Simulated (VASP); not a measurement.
Wanted: the native input for a VASP 6.6.1 run.

* Task: single point
* Functional: LDA
* Potentials or basis: VASP PAW LDA potentials, release 64 (Hf_pv)
* Cutoff: 520 eV
* k mesh: 16 × 16 × 16
* Occupations: gaussian, width 0.1 eV
* Spin: no spin polarisation
* Dipole correction: no
* Further INCAR settings: ALGO = Normal; EDIFF = 1e-07; NBANDS = 11

The structure of Hf lies in POSCAR:

```
Hf
1.0
   -1.8224543500      1.8224543500      1.8224543500
    1.8224543500     -1.8224543500      1.8224543500
    1.8224543500      1.8224543500     -1.8224543500
Hf
1
Direct
    0.0000000000      0.0000000000      0.0000000000
```

This cell differs from its parent crystal: functional LDA, strained.

The input as run:

INCAR

```
SYSTEM = Hf
PREC = Accurate ; ENCUT = 520
EDIFF = 1E-7 ; ISMEAR = 0
SIGMA = 0.1 ; LREAL = .FALSE.
LASPH = .TRUE. ; NELM = 80
ALGO = Normal ; ISIF = 2
LWAVE = .FALSE. ; LCHARG = .FALSE.
NBANDS = 11
```

KPOINTS

```
regular mesh
0
G
  16 16 16
  0 0 0
```

Potentials or basis: VASP PAW LDA potentials, release 64 (Hf_pv).

Run with:

```console
$ cat potpaw_LDA.64/Hf_pv/POTCAR > POTCAR
$ mpirun -np 1 vasp_std > vasp.out
```

It gave:

```json
{"Pressure": "-14.7 GPa", "Band gap on the k mesh": "zero (band 5 reaches 5.30 eV, above the bottom of band 6 at 3.21 eV)"}
```

Caveat: the cell differs from its parent crystal (functional LDA, strained); spin-orbit coupling is left out, which moves the levels of the heavy elements.

Run time: 62 s on 1 thread of AMD EPYC 7R13, on a shared host, peak memory 0.13 GiB.
